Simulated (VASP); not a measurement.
A run of VASP 6.6.1 is set up as follows.

File INCAR:

```
SYSTEM = Ti
PREC = Accurate ; ENCUT = 520
EDIFF = 1E-6 ; ISMEAR = -1
SIGMA = 0.08 ; LREAL = .FALSE.
LASPH = .TRUE. ; NELM = 80
ALGO = Normal ; ISIF = 2
LWAVE = .FALSE. ; LCHARG = .FALSE.
GGA = PS ; NBANDS = 19
```

Contents of KPOINTS:

```
regular mesh
0
G
  17 17 9
  0 0 0
```

POSCAR

```
Ti
1.0
    2.8508401546      0.0000000000      0.0000000000
   -1.4254200773      2.4688999960      0.0000000000
    0.0000000000      0.0000000000      4.5173987903
Ti
2
Direct
    0.3333333333      0.6666666667      0.2500000000
    0.6666666667      0.3333333333      0.7500000000
```

Potentials or basis: VASP PAW PBE potentials, release 64 (Ti_sv).

The run is started by

```sh
$ cat potpaw_PBE.64/Ti_sv/POTCAR > POTCAR
$ mpirun -np 1 vasp_std > vasp.out
```

Predict the pressure.

6.3 GPa.

Predict the band gap on the k mesh.

zero (bands 12 and 13 overlap by 1.11 eV).

Caveat: the cell stands under pressure; the PAW data sets were made with another functional, which shifts forces and pressure a little.
